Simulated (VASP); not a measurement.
# B4N3 in VASP: a series of runs

B4N3 is run at these levels: PBE+D3(BJ); tasks: single point.

Program: VASP 6.6.1. These are calculated values, not measurements. Logs are shortened: lines on timing, memory, paths and dates and some standing lists are left out, and cuts for length are marked.

**1. The cell of the first run**

The cell holds a slab with vacuum, 7 atoms: a = 2.506 Å, b = 2.506 Å, c = 25.593 Å, α = 90.00°, β = 90.00°, γ = 120.00°.

**2. Single point, PBE+D3(BJ), collinear spin**

Contents of INCAR:

```
SYSTEM = B4N3
PREC     = Accurate       ! precision mode
ENCUT    = 520            ! plane-wave cutoff, eV
EDIFF    = 1E-7           ! SCF threshold, eV
ISMEAR   = 0              ! smearing method
SIGMA    = 0.05           ! smearing width, eV
LREAL    = .FALSE.        ! projectors in reciprocal space
LASPH    = .TRUE.         ! aspherical terms in the spheres
NELM     = 150            ! most SCF steps
ALGO     = Normal         ! electronic algorithm
ISIF     = 2              ! what is computed and relaxed
LWAVE    = .FALSE.        ! write WAVECAR
LCHARG   = .FALSE.        ! write CHGCAR
ISPIN    = 2              ! spin polarisation
MAGMOM   = 0 0 0 1 0 0 0  ! initial moments
LORBIT   = 11             ! projections on sites
LDIPOL   = .TRUE.       
IDIPOL   = 3            
DIPOL    = 0.5 0.5 0.491
GGA      = PE             ! functional
IVDW     = 12             ! dispersion correction
NBANDS   = 26             ! bands
```

Contents of KPOINTS:

```
Automatic mesh
0
G
  12 12 1
  0 0 0
```

Contents of POSCAR:

```
B4N3
1.0
    2.5061138139      0.0000000000      0.0000000000
   -1.2530569069      2.1703582276      0.0000000000
    0.0000000000      0.0000000000     25.5926876535
B N
4 3
Direct
    0.6666666667      0.3333333333      0.3321261180
    0.3333333333      0.6666666667      0.4620997192
    0.0000000000      0.0000000000      0.5919331793
    0.6666666667      0.3333333333      0.6671262023
    0.3333333333      0.6666666667      0.3322402186
    0.0000000000      0.0000000000      0.4621445630
    0.6666666667      0.3333333333      0.5920079011
```

Potentials or basis: VASP PAW PBE potentials, release 64 (B, N).

On the command line:

```
$ cat potpaw_PBE.64/B/POTCAR potpaw_PBE.64/N/POTCAR > POTCAR
$ mpirun -np 1 vasp_std > vasp.out
```

OUTCAR:

```text
SYSTEM = B4N3
   PREC = Accurate
   ENCUT = 520
   EDIFF = 1E-7
   ISMEAR = 0
   LREAL = .FALSE.
   LASPH = .TRUE.
   NELM = 150
   ISIF = 2
   ISPIN = 2
   LORBIT = 11
   GGA = PE
   IVDW = 12
 IVDW          = 12

 ion  position               nearest neighbor table
   1  0.667  0.333  0.332-   5 1.45   5 1.45   5 1.45
   2  0.333  0.667  0.462-   6 1.45   6 1.45   6 1.45
   3  0.000  0.000  0.592-   7 1.45   7 1.45   7 1.45
   4  0.667  0.333  0.667-   7 1.92
   5  0.333  0.667  0.332-   1 1.45   1 1.45   1 1.45
   6  0.000  0.000  0.462-   2 1.45   2 1.45   2 1.45
   7  0.667  0.333  0.592-   3 1.45   3 1.45   3 1.45   4 1.92

  LATTYP: Found a hexagonal cell.
 ALAT       =     2.5061138139
 C/A-ratio  =    10.2121011071

  Lattice vectors:

 A1 = (   2.5061138139,   0.0000000000,   0.0000000000)
 A2 = (  -1.2530569069,   2.1703582276,   0.0000000000)
 A3 = (   0.0000000000,   0.0000000000,  25.5926876535)

Analysis of symmetry for initial positions (statically):
=====================================================================
 Subroutine PRICEL returns:
 Original cell was already a primitive cell.

 Routine SETGRP: Setting up the symmetry group for a
 hexagonal supercell.

 Subroutine GETGRP returns: Found  6 space group operations
 (whereof  6 operations were pure point group operations)
 out of a pool of 24 trial point group operations.

The static configuration has the point symmetry C_3v.

Analysis of symmetry for dynamics (positions and initial velocities):
=====================================================================
 Subroutine PRICEL returns:
 Original cell was already a primitive cell.

 Routine SETGRP: Setting up the symmetry group for a
 hexagonal supercell.

 Subroutine GETGRP returns: Found  6 space group operations
 (whereof  6 operations were pure point group operations)
 out of a pool of 24 trial point group operations.

The dynamic configuration has the point symmetry C_3v.

Analysis of structural, dynamic, and magnetic symmetry:
=====================================================================
 Subroutine PRICEL returns:
 Original cell was already a primitive cell.

 Routine SETGRP: Setting up the symmetry group for a
 hexagonal supercell.

 Subroutine GETGRP returns: Found  6 space group operations
 (whereof  6 operations were pure point group operations)
 out of a pool of 24 trial point group operations.

The overall configuration has the point symmetry C_3v.

 Subroutine INISYM returns: Found  6 space group operations
 (whereof  6 operations are pure point group operations),
 and found     1 'primitive' translations

----------------------------------------------------------------------------------------

                                     Primitive cell

  volume of cell :     139.2028

  direct lattice vectors                    reciprocal lattice vectors
     2.506113814  0.000000000  0.000000000     0.399024176  0.230376716  0.000000000
    -1.253056907  2.170358228  0.000000000     0.000000000  0.460753431  0.000000000
     0.000000000  0.000000000 25.592687654     0.000000000  0.000000000  0.039073661

  length of vectors
     2.506113814  2.506113814 25.592687654     0.460753431  0.460753431  0.039073661

  position of ions in fractional coordinates (direct lattice)
     0.666666667  0.333333333  0.332126118
     0.333333333  0.666666667  0.462099719
     0.000000000  0.000000000  0.591933179
     0.666666667  0.333333333  0.667126202
     0.333333333  0.666666667  0.332240219
     0.000000000  0.000000000  0.462144563
     0.666666667  0.333333333  0.592007901

  ion indices of the primitive-cell ions
   primitive index   ion index
                 1           1
                 2           2
                 3           3
                 4           4
[... 51 lines left out ...]
   k-points           NKPTS =     19   k-points in BZ     NKDIM =     19   number of bands    NBANDS=     26
   number of dos      NEDOS =    301   number of ions     NIONS =      7
   total plane-waves  NPLWV =  76800
   dimension x,y,z NGX =    20 NGY =   20 NGZ =  192
   dimension x,y,z NGXF=    40 NGYF=   40 NGZF=  384
   ions per type =               4   3
   NGX,Y,Z   is equivalent  to a cutoff of  13.27, 13.27, 12.47 a.u.
   NGXF,Y,Z  is equivalent  to a cutoff of  26.53, 26.53, 24.94 a.u.
 SYSTEM =  B4N3
   PREC   = accura    normal or accurate (medium, high low for compatibility)
   ISTART =      0    job   : 0-new  1-cont  2-samecut
   ICHARG =      2    charge: 1-file 2-atom 10-const
   ISPIN  =      2    spin polarized calculation?
   LNONCOLLINEAR =      F non collinear calculations
   LSORBIT =      F    spin-orbit coupling
   LASPH  =      T    aspherical Exc in radial PAW
   ENCUT  =  520.0 eV  38.22 Ry    6.18 a.u.   4.66  4.66 47.59*2*pi/ulx,y,z
   NELM   =    150;   NELMIN=  2; NELMDL= -5     # of ELM steps
   EDIFF  = 0.1E-06   stopping-criterion for ELM
   LREAL  =      F    real-space projection
   EDIFFG = 0.1E-05   stopping-criterion for IOM
   NSW    =      0    number of steps for IOM
   IBRION =     -1    ionic relax: 0-MD 1-quasi-New 2-CG
   NFREE  =      0    steps in history (QN), initial steepest desc. (CG)
   ISIF   =      2    stress and relaxation
   ISYM   =      2    0-nonsym 1-usesym 2-fastsym
   POTIM  = 0.5000    time-step for ionic-motion
   TEBEG  =    0.0;   TEEND  =   0.0 temperature during run
   PSTRESS=    0.0 pullay stress
   NELECT =      27.0000    total number of electrons
   NUPDOWN=      -1.0000    fix difference up-down
   EMIN   =  10.00;   EMAX   =-10.00  energy-range for DOS
   EFERMI =   0.00;   METHOD = LEGACY
   ISMEAR =     0;   SIGMA  =   0.05  broadening in eV -4-tet -1-fermi 0-gaus
   EFERMI_NEDOS =   21; number of points for ismear=-14 and -15
   IALGO  =     38    algorithm
   IMIX   =      4    mixing-type and parameters
     AMIX     =   0.40;   BMIX     =  1.00
     AMIX_MAG =   1.60;   BMIX_MAG =  1.00
  volume/ion in A,a.u.               =      19.89       134.20
  Fermi-wavevector in a.u.,A,eV,Ry     =   0.947647  1.790794 12.218513  0.898035
  Thomas-Fermi vector in A             =   2.075761
   LORBIT       =     11    0 simple, 1 ext, 2 COOP (PROOUT), +10 PAW based schemes
   GGA     = PE    functional components
   LHFCALC =     F    Hartree Fock is set to
   AEXX    =    0.0000 exact exchange contribution
   IVDW    =    12    specifies the selected vdW correction
   LEPSILON=     F    determine dielectric tensor
   LRPA    =     F    only Hartree local field effects (RPA)
 spin polarized calculation
 Gauss-broadening in eV      SIGMA  =   0.05
  energy-cutoff  :      520.00
  volume of cell :      139.20
 maximum number of plane-waves:      3783
 NGX is ok and might be reduce to    20
   NGX =  9   NGY =  9   NGZ = 95

 dipolmoment           0.000000      0.000000     -0.004699 electrons x Angstroem

 number of electron      27.0000003 magnetization       0.0000049

 dipolmoment           0.000000      0.000000      0.082737 electrons x Angstroem

 Free energy of the ion-electron system (eV)
  ---------------------------------------------------
  ext. energy  EPLUGINS =         0.00000000
  ---------------------------------------------------
  free energy    TOTEN  =       -55.61808005 eV

  energy without entropy =      -55.61767829  energy(sigma->0) =      -55.61787917

 E-fermi :   1.2485     XC(G=0):  -5.0433

 val. band max:        0.9319137469   @ k =   0.2500   0.2500   0.0000
 cond. band min:       1.2487841374   @ k =   0.3333   0.3333   0.0000
 fundamental gap:      0.3168703905
 Fermi energy:         1.2484608847

 spin component 1

 k-point     1 :       0.0000    0.0000    0.0000
  band No.  band energies     occupation
      1     -21.2365      1.00000
      2     -20.6844      1.00000
      3     -20.5025      1.00000
      4     -10.9089      1.00000
      5      -8.6792      1.00000
      6      -7.6647      1.00000
[... 521 lines left out ...]
     24      11.0477      0.00000
     25      11.6224      0.00000
 Fermi energy:         1.2484608847

 spin component 2

 k-point     1 :       0.0000    0.0000    0.0000
  band No.  band energies     occupation
      1     -21.2365      1.00000
      2     -20.6844      1.00000
      3     -20.5025      1.00000
      4     -10.9089      1.00000
      5      -8.6792      1.00000
      6      -7.6647      1.00000
[... 521 lines left out ...]
     24      11.0477      0.00000
     25      11.6224      0.00000
 [bands above 25 left out]

------------------------ aborting loop because EDIFF is reached ----------------------------------------

 vacuum level on the upper side and lower side of the slab       (xc-potential included)         1.239        -1.449

 Edisp (eV)   -1.03363

 E8    (eV) :    -0.3221

  FORCE on cell =-STRESS in cart. coord.  units (eV):
  Direction    XX          YY          ZZ          XY          YZ          ZX
  --------------------------------------------------------------------------------------
  -------------------------------------------------------------------------------------
  Total      -0.16029    -0.16029    -0.14676    -0.00000     0.00000     0.00000
  in kB      -1.84483    -1.84483    -1.68911    -0.00000     0.00000     0.00000
  external pressure =       -1.79 kB  Pullay stress =        0.00 kB

 VOLUME and BASIS-vectors are now :
 -----------------------------------------------------------------------------
  energy-cutoff  :      520.00
  volume of cell :      139.20
      direct lattice vectors                 reciprocal lattice vectors
     2.506113814  0.000000000  0.000000000     0.399024176  0.230376716  0.000000000
    -1.253056907  2.170358228  0.000000000     0.000000000  0.460753431  0.000000000
     0.000000000  0.000000000 25.592687654     0.000000000  0.000000000  0.039073661

 POSITION                                       TOTAL-FORCE (eV/Angst)
 -----------------------------------------------------------------------------------
      1.25306      0.72345      8.50000        -0.000000      0.000000      0.057347
     -0.00000      1.44691     11.82637         0.000000      0.000000      0.039236
      0.00000      0.00000     15.14916        -0.000000      0.000000      0.621032
      1.25306      0.72345     17.07355        -0.000000     -0.000000     -0.003178
     -0.00000      1.44691      8.50292         0.000000     -0.000000     -0.055831
      0.00000      0.00000     11.82752        -0.000000     -0.000000     -0.017951
      1.25306      0.72345     15.15107         0.000000     -0.000000     -0.640656
 -----------------------------------------------------------------------------------
    total drift:                               -0.000000      0.000000      0.000094

  FREE ENERGIE OF THE ION-ELECTRON SYSTEM (eV)
  ---------------------------------------------------
  free  energy   TOTEN  =       -56.6517069331 eV

  energy  without entropy=      -56.6513051735  energy(sigma->0) =      -56.65150605

 vacuum level on the upper side and lower side of the slab         5.474         2.721

 total charge

# of ion       s       p       d       tot
------------------------------------------
    1        0.743   1.424   0.000   2.168
    2        0.743   1.424   0.000   2.167
    3        0.731   1.458   0.000   2.189
    4        0.804   0.615   0.000   1.419
    5        1.225   2.793   0.000   4.019
    6        1.225   2.794   0.000   4.020
    7        1.232   2.791   0.000   4.023
--------------------------------------------------
tot          6.704  13.300   0.000  20.004

 magnetization (x)

# of ion       s       p       d       tot
------------------------------------------
    1        0.000   0.000   0.000   0.000
    2        0.000   0.000   0.000   0.000
    3       -0.000   0.000   0.000   0.000
    4       -0.000  -0.000   0.000  -0.000
    5       -0.000  -0.000   0.000  -0.000
    6       -0.000  -0.000   0.000  -0.000
    7        0.000  -0.000   0.000  -0.000
--------------------------------------------------
tot         -0.000  -0.000   0.000  -0.000
```

Run time: 5.1 min. Hardware: 1 thread of Intel Xeon Platinum 8488C (Sapphire Rapids), shared host; peak memory 0.38 GiB.

What came out:

```
Free energy                                           : -56.6517 eV
Largest force                                         : 0.641 eV/Å
Net moment                                            : 0.00 μB per cell
Valence electrons inside the program's atomic spheres : B 2.17, 2.19, 1.42 (each value once); N 4.02
Dispersion energy per atom                            : -0.148 eV
```

Forces in eV/Å, atoms in the order of the input:
```
B    0.000  0.000  0.057
B    0.000  0.000  0.039
B    0.000  0.000  0.621
B    0.000  0.000 -0.003
N    0.000  0.000 -0.056
N    0.000  0.000 -0.018
N    0.000  0.000 -0.641
```

**3. Single point, PBE+D3(BJ), collinear spin**

Changes to INCAR since step 2:

```diff
@@ -3,3 +3,3 @@
 ENCUT    = 520            ! plane-wave cutoff, eV
-EDIFF    = 1E-7           ! SCF threshold, eV
+EDIFF    = 1E-6           ! SCF threshold, eV
 ISMEAR   = 0              ! smearing method
@@ -18,3 +18,3 @@
 IDIPOL   = 3            
-DIPOL    = 0.5 0.5 0.491
+DIPOL    = 0.5 0.5 0.515
 GGA      = PE             ! functional
```

Contents of KPOINTS:

```
regular mesh
0
G
  12 12 1
  0 0 0
```

Changes to POSCAR since step 2:

```diff
@@ -11,3 +11,3 @@
     0.0000000000      0.0000000000      0.5919331793
-    0.6666666667      0.3333333333      0.6671262023
+    1.0000000000      1.0000000000      0.8338333586
     0.3333333333      0.6666666667      0.3322402186
```

Potentials or basis: VASP PAW PBE potentials, release 64 (B, N).

On the command line:

```
$ cat potpaw_PBE.64/B/POTCAR potpaw_PBE.64/N/POTCAR > POTCAR
$ mpirun -np 1 vasp_std > vasp.out
```

Wall time 6.1 min (1 thread of Intel Xeon Platinum 8488C (Sapphire Rapids), shared host); peak memory 0.38 GiB.

The run converged. Its results:

| Quantity | Value |
| --- | --- |
| Free energy | -56.7664 eV |
| Largest force | 0.056 eV/Å |
| Net moment | 0.03 μB per cell |
| Valence electrons inside the program's atomic spheres | B 2.17, 1.32 (each value once); N 4.02 |
| Dispersion energy per atom | -0.123 eV |

Forces on the atoms (eV/Å):
```
B    0.000  0.000  0.056
B    0.000  0.000  0.007
B    0.000  0.000  0.010
B    0.000  0.000 -0.010
N    0.000  0.000 -0.056
N    0.000  0.000 -0.007
N    0.000  0.000  0.000
```

Levels at points of the mesh, in eV from the Fermi level:
Spin up:
| k point | band 11 | band 12 | band 13 | band 14 | band 15 | band 16 | band 17 | band 18 |
| --- | --- | --- | --- | --- | --- | --- | --- | --- |
| (0.00, 0.00, 0.00) | -1.91 | -1.77 | -1.77 | -1.38 | 4.17 | 4.42 | 4.93 | 5.91 |
| (0.50, 0.00, 0.00) | -2.22 | -1.75 | -1.51 | -1.24 | 3.14 | 3.83 | 4.29 | 4.64 |
Spin down:
```
           k point  band 10  band 11  band 12  band 13  band 14  band 15  band 16  band 17  band 18  band 19
(0.00, 0.00, 0.00)    -1.91    -1.91    -1.77    -1.77    -1.31     4.20     4.44     4.99     5.95     6.32
(0.50, 0.00, 0.00)    -2.49    -2.18    -1.74    -1.51    -1.24     3.22     3.83     4.29     4.64     6.32
```

**4. Single point, PBE+D3(BJ), collinear spin**

Contents of INCAR:

```
ALGO = Normal ; DIPOL = 0.5 0.5 0.515
EDIFF = 1E-7 ; ENCUT = 520
GGA = PE ; IDIPOL = 3
ISIF = 2 ; ISMEAR = -1
ISPIN = 2 ; IVDW = 12
LASPH = True ; LCHARG = True
LDIPOL = True ; LELF = True
LORBIT = 11 ; LREAL = False
LVACPOTAV = True ; LVHAR = True
LWAVE = False ; MAGMOM = 0 0 0 1 0 0 0
NBANDS = 26 ; NELM = 150
PREC = Accurate ; SIGMA = 0.05
```

Contents of KPOINTS:

```
k-points
0
Gamma
  12 12 1
```

POSCAR is that of step 3.

On the command line:

```
$ cat potpaw_PBE.64/B/POTCAR potpaw_PBE.64/N/POTCAR > POTCAR
$ mpirun -np 1 vasp_std > vasp.out
```

Run time: 6 min. Hardware: 1 thread of Intel Xeon Platinum 8488C (Sapphire Rapids), shared host; peak memory 0.38 GiB.

Results (log left out):

| Property | Result |
| --- | --- |
| Free energy | -56.7689 eV |
| Largest force | 0.056 eV/Å |
| Net moment | 0.00 μB per cell |
| Valence electrons inside the program's atomic spheres | B 2.17, 1.32 (each value once); N 4.02 |
| Dispersion energy per atom | -0.123 eV |

Forces on the atoms (eV/Å):
```
B    0.000  0.000  0.056
B    0.000  0.000  0.007
B    0.000  0.000  0.010
B    0.000  0.000 -0.010
N    0.000  0.000 -0.056
N    0.000  0.000 -0.007
N    0.000  0.000  0.000
```

Levels at points of the mesh, in eV from the Fermi level:
Spin up:
| k point | band 11 | band 12 | band 13 | band 14 | band 15 | band 16 | band 17 | band 18 |
| --- | --- | --- | --- | --- | --- | --- | --- | --- |
| (0.00, 0.00, 0.00) | -1.93 | -1.80 | -1.80 | -1.38 | 4.15 | 4.40 | 4.88 | 5.90 |
| (0.50, 0.00, 0.00) | -2.24 | -1.77 | -1.53 | -1.26 | 3.15 | 3.80 | 4.26 | 4.61 |
Spin down:
| k point | band 12 | band 13 | band 14 | band 15 | band 16 | band 17 |
| --- | --- | --- | --- | --- | --- | --- |
| (0.00, 0.00, 0.00) | -1.80 | -1.80 | -1.38 | 4.16 | 4.41 | 4.92 |
| (0.50, 0.00, 0.00) | -1.77 | -1.53 | -1.26 | 3.15 | 3.80 | 4.26 |

**5. Overview**

```csv
cell,smearing,gap on the mesh (eV),moment (μB),largest force (eV/Å)
"a = 2.506, b = 2.506, c = 25.593 Å, angles 90.0, 90.0, 120.0°, 7 atoms, atomic positions A",gaussian 0.05 eV,none,0.00,0.64
"a = 2.506, b = 2.506, c = 25.593 Å, angles 90.0, 90.0, 120.0°, 7 atoms, atomic positions B",gaussian 0.05 eV,none,0.03,0.06
"a = 2.506, b = 2.506, c = 25.593 Å, angles 90.0, 90.0, 120.0°, 7 atoms, atomic positions B",fermi-dirac 0.05 eV,none,0.00,0.06
```

Alike in all rows: task single point; level PBE+D3(BJ); potentials or basis VASP PAW PBE potentials, release 64 (B, N); spin collinear; k mesh 12 × 12 × 1; cutoff (eV) 520.

Total energies depend on the potentials used, so only differences within one code and one set of settings carry meaning.
